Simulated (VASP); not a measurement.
Crystal: GaGe3.

```
CELL_PARAMETERS angstrom
4.27847 0.00000 0.00000
0.00000 4.27847 0.00000
0.00000 0.00000 4.27847
ATOMIC_POSITIONS crystal
Ge 0.50000 0.50000 0.00000
Ge 0.50000 0.00000 0.50000
Ge 0.00000 0.50000 0.50000
Ga 0.00000 0.00000 0.00000
```

Base run:

```yaml
Program: VASP 6.6.1
Functional: PBE
Potentials_or_basis: VASP PAW PBE potentials, release 64 (Ge_d, Ga_d)
Cutoff: 520 eV
k_mesh: 6 × 6 × 6
Occupations: fermi-dirac, width 0.05 eV
Spin: no spin polarisation
```

Its results: pressure 0.0 GPa.

Q: The run is repeated on the same cell with these changes: functional from PBE to PBEsol. What comes out?

A: Pressure -3.4 GPa.

PBEsol binds more tightly than PBE, so the same cell stands under less pressure.

Caveats: the PAW data sets were made with another functional, which shifts forces and pressure a little (some runs).
